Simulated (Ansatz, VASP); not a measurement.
Cd4S: VASP beside Ansatz

File INCAR:

```
SYSTEM = Cd4S
PREC     = Accurate       ! precision mode
ENCUT    = 520            ! plane-wave cutoff, eV
EDIFF    = 1E-6           ! SCF threshold, eV
ISMEAR   = 0              ! smearing method
SIGMA    = 0.1            ! smearing width, eV
LREAL    = .FALSE.        ! projectors in reciprocal space
LASPH    = .TRUE.         ! aspherical terms in the spheres
NELM     = 100            ! most SCF steps
ALGO     = Normal         ! electronic algorithm
ISIF     = 2              ! what is computed and relaxed
LWAVE    = .FALSE.        ! write WAVECAR
LCHARG   = .FALSE.        ! write CHGCAR
GGA      = PE             ! functional
NBANDS   = 35             ! bands
```

File KPOINTS:

```
regular mesh
0
G
  4 4 4
  0 0 0
```

Contents of POSCAR:

```
Cd4S
1.0
   -3.0609502500      3.0609502500      3.0609502500
    3.0609502500     -3.0609502500      3.0609502500
    3.0609502500      3.0609502500     -3.0609502500
Cd S
4 1
Direct
    0.5000000000      0.5000000000      0.5000000000
    0.5000000000      0.0000000000      0.0000000000
    0.0000000000      0.0000000000      0.5000000000
    0.0000000000      0.5000000000      0.0000000000
    0.0000000000      0.0000000000      0.0000000000
```

Input for Ansatz:

```yaml
crystal:
  lattice:
    - [-3.06095025, 3.06095025, 3.06095025]
    - [3.06095025, -3.06095025, 3.06095025]
    - [3.06095025, 3.06095025, -3.06095025]
  atoms:
    - { symbol: Cd, position: [0.5, 0.5, 0.5] }
    - { symbol: Cd, position: [0.5, 0.0, 0.0] }
    - { symbol: Cd, position: [0.0, 0.0, 0.5] }
    - { symbol: Cd, position: [0.0, 0.5, 0.0] }
    - { symbol: S, position: [0.0, 0.0, 0.0] }
basis:
  ecutwfc: 420
kpoints:
  mp_grid: { grid: [4, 4, 4] }
hamiltonian:
  xc: pbe
scf:
  occupations: { method: gaussian, width: 0.1 }
  lower_state_search: "off"
output:
  forces: true
  stress: true
  eigenvalues: true
```

Change from the starting cell: species swapped into the Hg4Pt type (Im-3m, No. 229).

Alike in both runs: task single point; functional PBE; k mesh 4 × 4 × 4; occupations gaussian, width 0.1 eV; no spin polarisation.

```csv
,VASP,Ansatz
version,VASP 6.6.1,Ansatz 0.2.0
potentials or method,"VASP PAW PBE potentials, release 64 (Cd, S), cutoff 520 eV","scalar-relativistic, plane waves, PAW"
valence electrons in the cell,54,86
```

```tsv
	VASP	Ansatz	Ansatz less VASP
gap on the k mesh at the Fermi level (eV)	none	none	-
pressure (GPa)	7.2	6.8	-0.41
```

A gap of «none» marks a metal or a gap that the smearing closes. With one functional, cell and mesh, what is left measures potentials, basis and numerics. VASP's potentials hold 54 valence electrons a cell and Ansatz's 86, so a difference there can come from the potentials and not from the codes.

The k mesh is coarse, so the values compare programs but aren't converged.
